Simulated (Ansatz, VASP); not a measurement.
**Pb in VASP and in Ansatz**

```
CELL_PARAMETERS angstrom
0.00000 2.42892 2.42892
2.42892 0.00000 2.42892
2.42892 2.42892 0.00000
ATOMIC_POSITIONS crystal
Pb 0.00000 0.00000 0.00000
```

Alike in both runs: task single point; functional PBE; dispersion D3(BJ); k mesh 14 × 14 × 14; occupations gaussian, width 0.1 eV; no spin polarisation.

|  | VASP | Ansatz |
| --- | --- | --- |
| version | VASP 6.6.1 | Ansatz 0.2.0 |
| potentials or method | VASP PAW PBE potentials, release 64 (Pb_d), cutoff 520 eV | scalar-relativistic, plane waves, PAW |
| valence electrons in the cell | 14 | 14 |

Ansatz gave:

```
gap on the k mesh at the Fermi level (eV) : none
pressure (GPa)                            : 3.3
```

Q: What did VASP give for the same quantities?

A: gap on the k mesh at the Fermi level (eV): none; pressure (GPa): 3.2.

A gap of «none» marks a metal or a gap that the smearing closes.

Neither program's run includes spin-orbit coupling.
